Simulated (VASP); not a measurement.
# HfCdSi (P4/nmm) in VASP: single point with LDA

Aim: the single point of HfCdSi with LDA.

All numbers are computed with VASP 6.6.1; they aren't measurements. Logs are shortened: lines on timing, memory, paths and dates and some standing lists are left out, and cuts for length are marked.

### 1 The cell of the first run

It takes space group P4/nmm (No. 129, tetragonal). The conventional cell has a = 3.585 Å, b = 3.585 Å, c = 9.225 Å, α = 90.00°, β = 90.00°, γ = 90.00°. Si (site symmetry -4m2) has 4 Si at 2.54 Å and 4 Hf at 2.74 Å within 3.3 Å. Within 3.6 Å of Hf (site symmetry 4mm) lie 4 Si at 2.74 Å and 4 Cd at 2.84 Å and 4 Hf at 3.59 Å. Within 3.9 Å of Cd (site symmetry 4mm) lie 5 Hf at 2.84 to 3.79 Å and 8 Cd at 3.57 to 3.59 Å and 4 Si at 3.81 Å.

### 2 Single point, LDA

File INCAR:

```
SYSTEM = HfCdSi
PREC = Accurate
ENCUT = 520
EDIFF = 1E-6
ISMEAR = 1
SIGMA = 0.056
LREAL = .False.
LASPH = .True.
NELM = 60
ALGO = Normal
ISIF = 2
LWAVE = .False.
LCHARG = .False.
GGA = CA
NBANDS = 35
```

File KPOINTS:

```
regular mesh
0
Gamma
  9 9 4
  0 0 0
```

File POSCAR:

```
HfCdSi
1.0
    3.5853130000      0.0000000000      0.0000000000
    0.0000000000      3.5853130000      0.0000000000
    0.0000000000      0.0000000000      9.2245080000
Si Hf Cd
2 2 2
Direct
    0.0000000000      0.0000000000      0.0000000000
    0.5000000000      0.5000000000      0.0000000000
    0.0000000000      0.5000000000      0.2250000000
    0.5000000000      0.0000000000      0.7750000000
    0.0000000000      0.5000000000      0.6360000000
    0.5000000000      0.0000000000      0.3640000000
```

Potentials or basis: VASP PAW LDA potentials, release 64 (Si, Hf_pv, Cd).

Command:

```bash
$ cat potpaw_LDA.64/Si/POTCAR potpaw_LDA.64/Hf_pv/POTCAR potpaw_LDA.64/Cd/POTCAR > POTCAR
$ mpirun -np 1 vasp_std > vasp.out
```

OUTCAR:

```text
SYSTEM = HfCdSi
   PREC = Accurate
   ENCUT = 520
   EDIFF = 1E-6
   ISMEAR = 1
   LREAL = .False.
   LASPH = .True.
   NELM = 60
   ISIF = 2
   GGA = CA

 ion  position               nearest neighbor table
   1  0.000  0.000  0.000-   2 2.54   2 2.54   2 2.54   2 2.54   3 2.74   4 2.74   4 2.74   3 2.74

   2  0.500  0.500  0.000-   1 2.54   1 2.54   1 2.54   1 2.54   4 2.74   4 2.74   3 2.74   3 2.74

   3  0.000  0.500  0.225-   1 2.74   2 2.74   1 2.74   2 2.74   6 2.84   6 2.84   6 2.84   6 2.84
                             5 3.79
   4  0.500  0.000  0.775-   1 2.74   2 2.74   2 2.74   1 2.74   5 2.84   5 2.84   5 2.84   5 2.84
                             6 3.79
   5  0.000  0.500  0.636-   4 2.84   4 2.84   4 2.84   4 2.84   6 3.57   6 3.57   6 3.57   6 3.57
                             3 3.79
   6  0.500  0.000  0.364-   3 2.84   3 2.84   3 2.84   3 2.84   5 3.57   5 3.57   5 3.57   5 3.57
                             4 3.79

  LATTYP: Found a simple tetragonal cell.
 ALAT       =     3.5853130000
 C/A-ratio  =     2.5728598870

  Lattice vectors:

 A1 = (   3.5853130000,   0.0000000000,   0.0000000000)
 A2 = (   0.0000000000,   3.5853130000,   0.0000000000)
 A3 = (   0.0000000000,   0.0000000000,   9.2245080000)

Analysis of symmetry for initial positions (statically):
=====================================================================
 Subroutine PRICEL returns:
 Original cell was already a primitive cell.

 Routine SETGRP: Setting up the symmetry group for a
 simple tetragonal supercell.

 Subroutine GETGRP returns: Found 16 space group operations
 (whereof  8 operations were pure point group operations)
 out of a pool of 16 trial point group operations.

The static configuration has the point symmetry D_2d.
 The point group associated with its full space group is D_4h.

Analysis of symmetry for dynamics (positions and initial velocities):
=====================================================================
 Subroutine PRICEL returns:
 Original cell was already a primitive cell.

 Routine SETGRP: Setting up the symmetry group for a
 simple tetragonal supercell.

 Subroutine GETGRP returns: Found 16 space group operations
 (whereof  8 operations were pure point group operations)
 out of a pool of 16 trial point group operations.

The dynamic configuration has the point symmetry D_2d.
 The point group associated with its full space group is D_4h.

 Subroutine INISYM returns: Found 16 space group operations
 (whereof  8 operations are pure point group operations),
 and found     1 'primitive' translations

----------------------------------------------------------------------------------------

                                     Primitive cell

  volume of cell :     118.5762

  direct lattice vectors                    reciprocal lattice vectors
     3.585313000  0.000000000  0.000000000     0.278915676  0.000000000  0.000000000
     0.000000000  3.585313000  0.000000000     0.000000000  0.278915676  0.000000000
     0.000000000  0.000000000  9.224508000     0.000000000  0.000000000  0.108406866

  length of vectors
     3.585313000  3.585313000  9.224508000     0.278915676  0.278915676  0.108406866

  position of ions in fractional coordinates (direct lattice)
     0.000000000  0.000000000  0.000000000
     0.500000000  0.500000000  0.000000000
     0.000000000  0.500000000  0.225000000
     0.500000000  0.000000000  0.775000000
     0.000000000  0.500000000  0.636000000
     0.500000000  0.000000000  0.364000000

  ion indices of the primitive-cell ions
   primitive index   ion index
                 1           1
                 2           2
                 3           3
                 4           4
                 5           5
                 6           6

----------------------------------------------------------------------------------------

 KPOINTS: regular mesh

Automatic generation of k-mesh.
 Grid dimensions read from file:
 generate k-points for:    9    9    4

 Generating k-lattice:

  Cartesian coordinates                     Fractional coordinates (reciprocal lattice)
     0.030990631  0.000000000  0.000000000     0.111111111  0.000000000  0.000000000
     0.000000000  0.030990631  0.000000000     0.000000000  0.111111111  0.000000000
     0.000000000  0.000000000  0.027101716     0.000000000  0.000000000  0.250000000

  Length of vectors
     0.030990631  0.030990631  0.027101716

  Shift w.r.t. Gamma in fractional coordinates (k-lattice)
     0.000000000  0.000000000  0.000000000

 Subroutine IBZKPT returns following result:
 ===========================================

 Found     45 irreducible k-points:

 Following reciprocal coordinates:
            Coordinates               Weight
  0.000000  0.000000  0.000000      1.000000
  0.111111  0.000000  0.000000      4.000000
  0.222222  0.000000  0.000000      4.000000
  0.333333  0.000000  0.000000      4.000000
  0.444444  0.000000  0.000000      4.000000
  0.111111  0.111111  0.000000      4.000000
[... 16 lines left out ...]
  0.333333  0.111111  0.250000     16.000000
  0.444444  0.111111  0.250000     16.000000
 [... further k-points ...]
   k-points           NKPTS =     45   k-points in BZ     NKDIM =     45   number of bands    NBANDS=     35
   number of dos      NEDOS =    301   number of ions     NIONS =      6
   total plane-waves  NPLWV =  54880
   dimension x,y,z NGX =    28 NGY =   28 NGZ =   70
   dimension x,y,z NGXF=    56 NGYF=   56 NGZF=  140
   ions per type =               2   2   2
   NGX,Y,Z   is equivalent  to a cutoff of  12.98, 12.98, 12.62 a.u.
   NGXF,Y,Z  is equivalent  to a cutoff of  25.97, 25.97, 25.23 a.u.
 SYSTEM =  HfCdSi
   PREC   = accura    normal or accurate (medium, high low for compatibility)
   ISTART =      0    job   : 0-new  1-cont  2-samecut
   ICHARG =      2    charge: 1-file 2-atom 10-const
   ISPIN  =      1    spin polarized calculation?
   LNONCOLLINEAR =      F non collinear calculations
   LSORBIT =      F    spin-orbit coupling
   LASPH  =      T    aspherical Exc in radial PAW
   ENCUT  =  520.0 eV  38.22 Ry    6.18 a.u.   6.67  6.67 17.15*2*pi/ulx,y,z
   NELM   =     60;   NELMIN=  2; NELMDL= -5     # of ELM steps
   EDIFF  = 0.1E-05   stopping-criterion for ELM
   LREAL  =      F    real-space projection
   EDIFFG = 0.1E-04   stopping-criterion for IOM
   NSW    =      0    number of steps for IOM
   IBRION =     -1    ionic relax: 0-MD 1-quasi-New 2-CG
   NFREE  =      0    steps in history (QN), initial steepest desc. (CG)
   ISIF   =      2    stress and relaxation
   ISYM   =      2    0-nonsym 1-usesym 2-fastsym
   POTIM  = 0.5000    time-step for ionic-motion
   TEBEG  =    0.0;   TEEND  =   0.0 temperature during run
   PSTRESS=    0.0 pullay stress
   NELECT =      52.0000    total number of electrons
   NUPDOWN=      -1.0000    fix difference up-down
   EMIN   =  10.00;   EMAX   =-10.00  energy-range for DOS
   EFERMI =   0.00;   METHOD = LEGACY
   ISMEAR =     1;   SIGMA  =   0.06  broadening in eV -4-tet -1-fermi 0-gaus
   EFERMI_NEDOS =   21; number of points for ismear=-14 and -15
   IALGO  =     38    algorithm
   IMIX   =      4    mixing-type and parameters
     AMIX     =   0.40;   BMIX     =  1.00
     AMIX_MAG =   1.60;   BMIX_MAG =  1.00
  volume/ion in A,a.u.               =      19.76       133.37
  Fermi-wavevector in a.u.,A,eV,Ry     =   1.243780  2.350403 21.048051  1.546988
  Thomas-Fermi vector in A             =   2.378076
   LORBIT       =      0    0 simple, 1 ext, 2 COOP (PROOUT), +10 PAW based schemes
   GGA     = CA    functional components
   LHFCALC =     F    Hartree Fock is set to
   AEXX    =    0.0000 exact exchange contribution
   IVDW    =     0    specifies the selected vdW correction
   LEPSILON=     F    determine dielectric tensor
   LRPA    =     F    only Hartree local field effects (RPA)
 non-spin polarized calculation
 Methfessel and Paxton  Order N= 1 SIGMA  =   0.06
  energy-cutoff  :      520.00
  volume of cell :      118.58
 maximum number of plane-waves:      3235
 NGX is ok and might be reduce to    28
   NGX = 13   NGY = 13   NGZ = 35

 number of electron      52.0000003 magnetization

 Free energy of the ion-electron system (eV)
  ---------------------------------------------------
  ext. energy  EPLUGINS =         0.00000000
  ---------------------------------------------------
  free energy    TOTEN  =       -36.69086878 eV

  energy without entropy =      -36.69026896  energy(sigma->0) =      -36.69066884

 E-fermi :   4.8591     XC(G=0): -11.2196

 val. band max:        4.8547327045   @ k =   0.4444   0.0000   0.5000
 cond. band min:       4.8627855415   @ k =   0.4444   0.3333   0.2500
 fundamental gap:      0.0080528369
 Fermi energy:         4.8590738167

 k-point     1 :       0.0000    0.0000    0.0000
  band No.  band energies     occupation
      1     -25.7732      2.00000
      2     -25.7610      2.00000
      3     -25.6450      2.00000
      4     -25.6450      2.00000
      5     -25.6440      2.00000
      6     -25.6440      2.00000
[... 27 lines left out ...]
     34       9.0650      0.00000
     35       9.6917      0.00000

 k-point     2 :       0.1111    0.0000    0.0000
  band No.  band energies     occupation
      1     -25.7707      2.00000
      2     -25.7592      2.00000
      3     -25.6613      2.00000
      4     -25.6605      2.00000
      5     -25.6438      2.00000
      6     -25.6429      2.00000
[... 27 lines left out ...]
     34       9.3696      0.00000
     35       9.4614      0.00000

 k-point     3 :       0.2222    0.0000    0.0000
  band No.  band energies     occupation
      1     -25.7643      2.00000
      2     -25.7549      2.00000
      3     -25.7024      2.00000
      4     -25.7018      2.00000
      5     -25.6409      2.00000
      6     -25.6402      2.00000
[... 27 lines left out ...]
     34       8.9207      0.00000
     35       9.6256      0.00000
[... 723 lines left out ...]
 k-point    23 :       0.3333    0.1111    0.2500
  band No.  band energies     occupation
      1     -25.7553      2.00000
      2     -25.7501      2.00000
      3     -25.7461      2.00000
      4     -25.7460      2.00000
      5     -25.6533      2.00000
      6     -25.6529      2.00000
[... 27 lines left out ...]
     34       8.9401      0.00000
     35       9.5211      0.00000

 k-point    24 :       0.4444    0.1111    0.2500
  band No.  band energies     occupation
      1     -25.7771      2.00000
      2     -25.7771      2.00000
      3     -25.7487      2.00000
      4     -25.7468      2.00000
      5     -25.6509      2.00000
      6     -25.6508      2.00000
[... 27 lines left out ...]
     34       8.9393      0.00000
     35       9.3636      0.00000

 [... further k-points ...]

------------------------ aborting loop because EDIFF is reached ----------------------------------------

  FORCE on cell =-STRESS in cart. coord.  units (eV):
  Direction    XX          YY          ZZ          XY          YZ          ZX
  --------------------------------------------------------------------------------------
  -------------------------------------------------------------------------------------
  Total       -1.3745514     -1.3745514     -0.2651120      0.0000000      0.0000000      0.0000000
  in kB      -18.5726640    -18.5726640     -3.5821402      0.0000000      0.0000000      0.0000000
  external PRESSURE =     -13.5758228 kB  Pullay stress =       0.0000000 kB

 VOLUME and BASIS-vectors are now :
 -----------------------------------------------------------------------------
  energy-cutoff  :      520.00
  volume of cell :      118.58
      direct lattice vectors                 reciprocal lattice vectors
     3.585313000  0.000000000  0.000000000     0.278915676  0.000000000  0.000000000
     0.000000000  3.585313000  0.000000000     0.000000000  0.278915676  0.000000000
     0.000000000  0.000000000  9.224508000     0.000000000  0.000000000  0.108406866

 POSITION                                       TOTAL-FORCE (eV/Angst)
 -----------------------------------------------------------------------------------
      0.00000      0.00000      0.00000         0.000000      0.000000      0.000000
      1.79266      1.79266      0.00000         0.000000      0.000000      0.000000
      0.00000      1.79266      2.07551        -0.000000     -0.000000     -0.846142
      1.79266      0.00000      7.14899        -0.000000      0.000000      0.846142
      0.00000      1.79266      5.86679        -0.000000      0.000000     -1.641683
      1.79266      0.00000      3.35772         0.000000      0.000000      1.641683
 -----------------------------------------------------------------------------------
    total drift:                                0.000000      0.000000      0.000000

  FREE ENERGIE OF THE ION-ELECTRON SYSTEM (eV)
  ---------------------------------------------------
  free  energy   TOTEN  =       -36.6908687849 eV

  energy  without entropy=      -36.6902689621  energy(sigma->0) =      -36.69066884
```

Wall time 2.5 min (1 thread of Intel Xeon Platinum 8488C (Sapphire Rapids), shared host); peak memory 0.3 GiB.

Results:

- Free energy: -36.6909 eV
- Pressure: -1.4 GPa
- Largest force: 1.642 eV/Å
- Band gap on the k mesh: zero (bands 26 and 27 overlap by 1.34 eV)

Forces in eV/Å, atoms in the order of the input:
```
Si   0.000  0.000  0.000
Si   0.000  0.000  0.000
Hf   0.000  0.000 -0.846
Hf   0.000  0.000  0.846
Cd   0.000  0.000 -1.642
Cd   0.000  0.000  1.642
```

Levels at points of the mesh, in eV from the Fermi level:
| k point | band 23 | band 24 | band 25 | band 26 | band 27 | band 28 | band 29 | band 30 |
| --- | --- | --- | --- | --- | --- | --- | --- | --- |
| (0.00, 0.00, 0.00) | -2.37 | -1.73 | -1.14 | 0.01 | 1.29 | 1.29 | 2.54 | 2.54 |
| (0.00, 0.00, 0.50) | -2.36 | -1.14 | -0.84 | 0.76 | 1.07 | 1.07 | 2.56 | 2.57 |

Caveat: spin-orbit coupling is left out, which moves the levels of the heavy elements; forces of over 1 eV/Å act on the atoms, so gaps and moduli don't describe the material at rest.
